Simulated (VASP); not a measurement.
## CdTe: single point with HSE06

CdTe:

```
Cd Te
1.0
     0.00000    3.47637    3.27990
     3.47637    0.00000    3.27990
     3.47637    3.47637    0.00000
Cd Te
1 1
Direct
  0.00000 0.00000 0.00000
  0.25000 0.25000 0.25000
```

This cell differs from its parent crystal: biaxial xy strain +6.0%.

```yaml
Program: VASP 6.6.1
Task: single point
Functional: HSE06
Potentials_or_basis: VASP PAW PBE potentials, release 64 (Cd, Te)
Cutoff: 520 eV
k_mesh: 4 × 4 × 4
Occupations: gaussian, width 0.01 eV
Spin: no spin polarisation
```

- Pressure: -3.4 GPa
- Band gap on the k mesh: 0.95 eV, direct

Stress tensor (GPa, compression positive):
```
-3.80  0.00  0.00
 0.00 -3.80  0.00
 0.00  0.00 -2.70
```

Levels at points of the mesh, in eV from the valence-band top:
```csv
k point,band 7,band 8,band 9,band 10,band 11,band 12
"(0.00, 0.00, 0.00)",-0.15,-0.15,0.00,0.95,5.41,5.43
"(0.50, 0.00, 0.00)",-3.99,-0.84,-0.60,2.29,5.80,6.13
"(0.50, 0.50, 0.00)",-3.80,-1.75,-1.75,3.03,3.35,9.25
"(0.50, 0.00, 0.50)",-4.05,-1.56,-1.49,3.45,3.51,8.85
```

It took 11 min on 1 thread of Intel(R) Xeon(R) Platinum 8488C (Sapphire Rapids) (shared host), peak memory 0.34 GiB.

Caveat: the cell differs from its parent crystal (biaxial xy strain +6.0%); the PAW data sets were made with another functional, which shifts forces and pressure a little; spin-orbit coupling is left out, which moves the levels of the heavy elements.
